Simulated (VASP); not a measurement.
MnO2: single point with PBEsol+U

MnO2:

```
CELL_PARAMETERS angstrom
2.84765 0.00000 0.00000
-1.42383 2.46614 0.00000
0.00000 0.00000 11.14707
ATOMIC_POSITIONS crystal
Mn 0.00000 0.00000 0.50000
Mn 0.00000 0.00000 0.00000
O 0.66667 0.33333 0.41487
O 0.66667 0.33333 0.08513
O 0.33333 0.66667 0.58513
O 0.33333 0.66667 0.91487
```

```
Program             : VASP 6.6.1
Task                : single point
Functional          : PBEsol
Potentials or basis : VASP PAW PBE potentials, release 64 (Mn_pv, O)
Cutoff              : 520 eV
k mesh              : 11 × 11 × 3
Occupations         : fermi-dirac, width 0.05 eV
Spin                : collinear spin, ferromagnetic start
Starting moments    : [4.0, 4.0, 0.0, 0.0, 0.0, 0.0] μB
Hubbard terms       : Mn d U = 1.0 eV
```

| Property | Result |
| --- | --- |
| Pressure | 0.8 GPa |
| Largest force | 0.095 eV/Å |
| Band gap on the k mesh | 1.40 eV (least direct gap 1.46 eV) |
| Net moment | 6.00 μB per cell |
| Site moments | Mn +2.90; O +0.01 μB |
| Valence electrons inside the program's atomic spheres | Mn 11.78; O 4.98 |

Forces on the atoms (eV/Å):
```
Mn   0.000  0.000  0.000
Mn   0.000  0.000  0.000
O    0.000  0.000 -0.095
O    0.000  0.000  0.095
O    0.000  0.000  0.095
O    0.000  0.000 -0.095
```

Stress tensor (GPa, compression positive):
```
0.92 0.00 0.00
0.00 0.92 0.00
0.00 0.00 0.54
```

Levels at points of the mesh, in eV from the valence-band top:
Spin up:
```
           k point  band 26  band 27  band 28  band 29  band 30  band 31
(0.00, 0.00, 0.00)    -1.07    -0.20    -0.06     3.20     3.20     3.21
```
Spin down:
```
           k point  band 19  band 20  band 21  band 22  band 23  band 24  band 25  band 26
(0.00, 0.00, 0.00)    -1.04    -1.04    -1.03    -1.03     1.40     1.40     1.40     1.40
```

Eigenvalues of the final occupation matrices:
```csv
site,spin,trace,eigenvalues
site 1 d,1,3.90,0.52 0.52 0.95 0.95 0.95
site 1 d,2,1.07,0.11 0.12 0.12 0.36 0.36
site 2 d,1,3.90,0.52 0.52 0.95 0.95 0.95
site 2 d,2,1.07,0.11 0.12 0.12 0.36 0.36
```

Wall time 5.5 min on 1 thread of Oxide Virtual Turin-like Processor, on a shared host, peak memory 0.28 GiB.

Caveat: the PAW data sets were made with another functional, which shifts forces and pressure a little; the run started ferromagnetic, and an antiferromagnetic order may lie lower in energy. The state reached can hang on the start; a lower one may exist.
